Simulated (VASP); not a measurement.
# PtSe2 (P-3m1) in VASP: single point with r2SCAN

Aim: the single point of PtSe2 with r2SCAN.

All numbers are computed with VASP 6.6.1; they aren't measurements. Logs are shortened: lines on timing, memory, paths and dates and some standing lists are left out, and cuts for length are marked.

## Step 1: The cell of the first run

The structure is trigonal, space group P-3m1 (No. 164). Conventional cell: a = 3.515 Å, b = 3.515 Å, c = 4.974 Å, α = 90.00°, β = 90.00°, γ = 120.00°. Pt (site symmetry -3m) has 6 Se at 2.46 Å within 3.2 Å. Se (site symmetry 3m) has 3 Pt at 2.46 Å and 3 Se at 3.00 Å within 3.2 Å.

## Step 2: Single point, r2SCAN (strain -5.7%)

Input file POSCAR:

```
PtSe2
1.0
    3.5146258328      0.0000000000      0.0000000000
   -1.7573129164      3.0437552560      0.0000000000
    0.0000000000      0.0000000000      4.9742478474
Pt Se
1 2
Direct
    0.0000000000      0.0000000000      0.0000000000
    0.3333333333      0.6666666667      0.2785325413
    0.6666666667      0.3333333333      0.7214674587
```

Input file INCAR.step1:

```
PREC = Accurate
ENCUT = 520
ISMEAR = -1
SIGMA = 0.02
LREAL = F
LASPH = T
NELM = 80
NBANDS = 18
GGA = PE
ALGO = Normal
EDIFF = 1E-4
LWAVE = T
LCHARG = F
```

Input file INCAR.step2:

```
PREC = Accurate
ENCUT = 520
EDIFF = 1E-7
ISMEAR = -1
SIGMA = 0.02
LREAL = F
LASPH = T
NELM = 80
ALGO = Normal
ISIF = 2
LWAVE = F
LCHARG = F
METAGGA = R2SCAN
LMIXTAU = T
NBANDS = 18
ISTART = 1
```

Input file KPOINTS:

```
Automatic mesh
0
Gamma
  12 12 6
```

Potentials or basis: VASP PAW PBE potentials, release 64 (Pt, Se).

The run is started by

```bash
> cat potpaw_PBE.64/Pt/POTCAR potpaw_PBE.64/Se/POTCAR > POTCAR
> cp INCAR.step1 INCAR
> mpirun -np 1 vasp_std > vasp.out
> cp INCAR.step2 INCAR
> mpirun -np 1 vasp_std > vasp.out
```

OUTCAR:

```text
PREC = Accurate
   ENCUT = 520
   EDIFF = 1E-7
   ISMEAR = -1
   LREAL = F
   LASPH = T
   NELM = 80
   ISIF = 2
   METAGGA = R2SCAN
   ISTART = 1

 ion  position               nearest neighbor table
   1  0.000  0.000  0.000-   2 2.46   3 2.46   2 2.46   3 2.46   3 2.46   2 2.46
   2  0.333  0.667  0.279-   1 2.46   1 2.46   1 2.46
   3  0.667  0.333  0.721-   1 2.46   1 2.46   1 2.46

  LATTYP: Found a hexagonal cell.
 ALAT       =     3.5146258328
 C/A-ratio  =     1.4152994043

  Lattice vectors:

 A1 = (   3.5146258328,   0.0000000000,   0.0000000000)
 A2 = (  -1.7573129164,   3.0437552560,   0.0000000000)
 A3 = (   0.0000000000,   0.0000000000,   4.9742478474)

Analysis of symmetry for initial positions (statically):
=====================================================================
 Subroutine PRICEL returns:
 Original cell was already a primitive cell.

 Routine SETGRP: Setting up the symmetry group for a
 hexagonal supercell.

 Subroutine GETGRP returns: Found 12 space group operations
 (whereof 12 operations were pure point group operations)
 out of a pool of 24 trial point group operations.

The static configuration has the point symmetry D_3d.

Analysis of symmetry for dynamics (positions and initial velocities):
=====================================================================
 Subroutine PRICEL returns:
 Original cell was already a primitive cell.

 Routine SETGRP: Setting up the symmetry group for a
 hexagonal supercell.

 Subroutine GETGRP returns: Found 12 space group operations
 (whereof 12 operations were pure point group operations)
 out of a pool of 24 trial point group operations.

The dynamic configuration has the point symmetry D_3d.

 Subroutine INISYM returns: Found 12 space group operations
 (whereof 12 operations are pure point group operations),
 and found     1 'primitive' translations

----------------------------------------------------------------------------------------

                                     Primitive cell

  volume of cell :      53.2128

  direct lattice vectors                    reciprocal lattice vectors
     3.514625833  0.000000000  0.000000000     0.284525309  0.164270764  0.000000000
    -1.757312916  3.043755256  0.000000000     0.000000000  0.328541527  0.000000000
     0.000000000  0.000000000  4.974247847     0.000000000  0.000000000  0.201035419

  length of vectors
     3.514625833  3.514625833  4.974247847     0.328541527  0.328541527  0.201035419

  position of ions in fractional coordinates (direct lattice)
     0.000000000  0.000000000  0.000000000
     0.333333333  0.666666667  0.278532541
     0.666666667  0.333333333  0.721467459

  ion indices of the primitive-cell ions
   primitive index   ion index
                 1           1
                 2           2
                 3           3

----------------------------------------------------------------------------------------

 KPOINTS: Automatic mesh

Automatic generation of k-mesh.
 Grid dimensions read from file:
 generate k-points for:   12   12    6

 Generating k-lattice:

  Cartesian coordinates                     Fractional coordinates (reciprocal lattice)
     0.023710442  0.013689230  0.000000000     0.083333333  0.000000000  0.000000000
     0.000000000  0.027378461  0.000000000     0.000000000  0.083333333  0.000000000
     0.000000000  0.000000000  0.033505903     0.000000000  0.000000000  0.166666667

  Length of vectors
     0.027378461  0.027378461  0.033505903

  Shift w.r.t. Gamma in fractional coordinates (k-lattice)
     0.000000000  0.000000000  0.000000000

 Subroutine IBZKPT returns following result:
 ===========================================

 Found    100 irreducible k-points:

 Following reciprocal coordinates:
            Coordinates               Weight
  0.000000  0.000000  0.000000      1.000000
  0.083333  0.000000  0.000000      6.000000
  0.166667  0.000000  0.000000      6.000000
  0.250000  0.000000  0.000000      6.000000
  0.333333  0.000000  0.000000      6.000000
  0.416667  0.000000  0.000000      6.000000
[... 16 lines left out ...]
  0.166667  0.000000  0.166667      6.000000
  0.000000  0.166667  0.166667      6.000000
 [... further k-points ...]
   k-points           NKPTS =    100   k-points in BZ     NKDIM =    100   number of bands    NBANDS=     18
   number of dos      NEDOS =    301   number of ions     NIONS =      3
   total plane-waves  NPLWV =  31360
   dimension x,y,z NGX =    28 NGY =   28 NGZ =   40
   dimension x,y,z NGXF=    56 NGYF=   56 NGZF=   80
   ions per type =               1   2
   NGX,Y,Z   is equivalent  to a cutoff of  13.24, 13.24, 13.37 a.u.
   NGXF,Y,Z  is equivalent  to a cutoff of  26.49, 26.49, 26.74 a.u.
 SYSTEM =  unknown system
   PREC   = accura    normal or accurate (medium, high low for compatibility)
   ISTART =      1    job   : 0-new  1-cont  2-samecut
   ICHARG =      0    charge: 1-file 2-atom 10-const
   ISPIN  =      1    spin polarized calculation?
   LNONCOLLINEAR =      F non collinear calculations
   LSORBIT =      F    spin-orbit coupling
   LASPH  =      T    aspherical Exc in radial PAW
   ENCUT  =  520.0 eV  38.22 Ry    6.18 a.u.   6.53  6.53  9.25*2*pi/ulx,y,z
   NELM   =     80;   NELMIN=  2; NELMDL=  0     # of ELM steps
   EDIFF  = 0.1E-06   stopping-criterion for ELM
   LREAL  =      F    real-space projection
   EDIFFG = 0.1E-05   stopping-criterion for IOM
   NSW    =      0    number of steps for IOM
   IBRION =     -1    ionic relax: 0-MD 1-quasi-New 2-CG
   NFREE  =      0    steps in history (QN), initial steepest desc. (CG)
   ISIF   =      2    stress and relaxation
   ISYM   =      2    0-nonsym 1-usesym 2-fastsym
   POTIM  = 0.5000    time-step for ionic-motion
   TEBEG  =    0.0;   TEEND  =   0.0 temperature during run
   PSTRESS=    0.0 pullay stress
   NELECT =      22.0000    total number of electrons
   NUPDOWN=      -1.0000    fix difference up-down
   EMIN   =  10.00;   EMAX   =-10.00  energy-range for DOS
   EFERMI =   0.00;   METHOD = LEGACY
   ISMEAR =    -1;   SIGMA  =   0.02  broadening in eV -4-tet -1-fermi 0-gaus
   EFERMI_NEDOS =   21; number of points for ismear=-14 and -15
   IALGO  =     38    algorithm
   IMIX   =      4    mixing-type and parameters
     AMIX     =   0.40;   BMIX     =  1.00
     AMIX_MAG =   1.60;   BMIX_MAG =  1.00
  volume/ion in A,a.u.               =      17.74       119.70
  Fermi-wavevector in a.u.,A,eV,Ry     =   1.219580  2.304672 20.236972  1.487375
  Thomas-Fermi vector in A             =   2.354827
   LORBIT       =      0    0 simple, 1 ext, 2 COOP (PROOUT), +10 PAW based schemes
   METAGGA = R2SCAN    functional components
   LHFCALC =     F    Hartree Fock is set to
   AEXX    =    0.0000 exact exchange contribution
   IVDW    =     0    specifies the selected vdW correction
   LEPSILON=     F    determine dielectric tensor
   LRPA    =     F    only Hartree local field effects (RPA)
 non-spin polarized calculation
  energy-cutoff  :      520.00
  volume of cell :       53.21
 maximum number of plane-waves:      1463
 NGX is ok and might be reduce to    28
   NGX = 13   NGY = 13   NGZ = 19

 number of electron      22.0000002 magnetization

 Free energy of the ion-electron system (eV)
  ---------------------------------------------------
  ext. energy  EPLUGINS =         0.00000000
  ---------------------------------------------------
  free energy    TOTEN  =       -80.86985350 eV

  energy without entropy =      -80.86896230  energy(sigma->0) =      -80.86940790

 E-fermi :   8.2136     XC(G=0): -12.0894

 val. band max:        8.1845982886   @ k =   0.0000   0.0000   0.1667
 cond. band min:       8.2273729167   @ k =   0.3333   0.2500   0.0000
 fundamental gap:      0.0427746282
 Fermi energy:         8.2135830233

 k-point     1 :       0.0000    0.0000    0.0000
  band No.  band energies     occupation
      1      -9.1241      2.00000
      2      -5.6261      2.00000
      3      -0.5750      2.00000
      4       1.2669      2.00000
      5       1.2669      2.00000
      6       3.6053      2.00000
[... 10 lines left out ...]
     17      16.2498      0.00000
     18      21.0005      0.00000

 k-point     2 :       0.0833    0.0000    0.0000
  band No.  band energies     occupation
      1      -9.0267      2.00000
      2      -5.6572      2.00000
      3      -0.4539      2.00000
      4       1.3064      2.00000
      5       1.3207      2.00000
      6       3.4931      2.00000
[... 10 lines left out ...]
     17      16.5457      0.00000
     18      19.7046      0.00000

 k-point     3 :       0.1667    0.0000    0.0000
  band No.  band energies     occupation
      1      -8.7426      2.00000
      2      -5.7457      2.00000
      3      -0.1044      2.00000
      4       1.4257      2.00000
      5       1.4625      2.00000
      6       3.0588      2.00000
[... 10 lines left out ...]
     17      17.2587      0.00000
     18      17.9129      0.00000

 k-point     4 :       0.2500    0.0000    0.0000
  band No.  band energies     occupation
      1      -8.2983      2.00000
      2      -5.8811      2.00000
      3       0.4222      2.00000
      4       1.5282      2.00000
      5       1.6294      2.00000
      6       2.2900      2.00000
[... 375 lines left out ...]
      4       1.3094      2.00000
      5       1.3964      2.00000
      6       3.4401      2.00000
[... 10 lines left out ...]
     17      16.9662      0.00000
     18      18.2197      0.00000

 k-point    23 :       0.1667    0.0000    0.1667
  band No.  band energies     occupation
      1      -8.5948      2.00000
      2      -6.0939      2.00000
      3       0.2354      2.00000
      4       1.4727      2.00000
      5       1.5410      2.00000
      6       3.1444      2.00000
[... 10 lines left out ...]
     17      16.5048      0.00000
     18      17.0303      0.00000

 k-point    24 :       0.0000    0.1667    0.1667
  band No.  band energies     occupation
      1      -8.6116      2.00000
      2      -6.0380      2.00000
      3       0.0712      2.00000
      4       1.4063      2.00000
      5       1.6683      2.00000
      6       2.8255      2.00000
[... 10 lines left out ...]
     17      17.7653      0.00000
     18      18.1081      0.00000

 [... further k-points ...]

------------------------ aborting loop because EDIFF is reached ----------------------------------------

  FORCE on cell =-STRESS in cart. coord.  units (eV):
  Direction    XX          YY          ZZ          XY          YZ          ZX
  --------------------------------------------------------------------------------------
  -------------------------------------------------------------------------------------
  Total        7.9368099      7.9368099      3.7731142     -0.0000000      0.0000000      0.0000000
  in kB      238.9683100    238.9683100    113.6041731     -0.0000000      0.0000000      0.0000000
  external PRESSURE =     197.1802644 kB  Pullay stress =       0.0000000 kB

 VOLUME and BASIS-vectors are now :
 -----------------------------------------------------------------------------
  energy-cutoff  :      520.00
  volume of cell :       53.21
      direct lattice vectors                 reciprocal lattice vectors
     3.514625833  0.000000000  0.000000000     0.284525309  0.164270764  0.000000000
    -1.757312916  3.043755256  0.000000000     0.000000000  0.328541527  0.000000000
     0.000000000  0.000000000  4.974247847     0.000000000  0.000000000  0.201035419

 POSITION                                       TOTAL-FORCE (eV/Angst)
 -----------------------------------------------------------------------------------
      0.00000      0.00000      0.00000         0.000000      0.000000      0.000000
     -0.00000      2.02917      1.38549         0.000000     -0.000000      0.008003
      1.75731      1.01459      3.58876        -0.000000      0.000000     -0.008003
 -----------------------------------------------------------------------------------
    total drift:                                0.000000     -0.000000      0.000000

  FREE ENERGIE OF THE ION-ELECTRON SYSTEM (eV)
  ---------------------------------------------------
  free  energy   TOTEN  =       -80.8698534953 eV

  energy  without entropy=      -80.8689622971  energy(sigma->0) =      -80.86940790
```

Run time: 5.1 min. Hardware: 1 thread of Intel Xeon Platinum 8259CL at 2.50GHz (Skylake/Cascade Lake), shared host; peak memory 0.25 GiB.

Results:

```yaml
Free_energy: -80.8699 eV
Pressure: 19.7 GPa
Largest_force: 0.008 eV/Å
Band_gap_on_the_k_mesh: zero (band 11 reaches 8.87 eV, above the bottom of band 12 at 8.09 eV)
```

Forces in eV/Å, atoms in the order of the input:
```
Pt   0.000  0.000  0.000
Se   0.000  0.000  0.008
Se   0.000  0.000 -0.008
```

Caveat: the cell differs from its parent crystal (strain -5.7%); the PAW data sets were made with another functional, which shifts forces and pressure a little; spin-orbit coupling is left out, which moves the levels of the heavy elements.
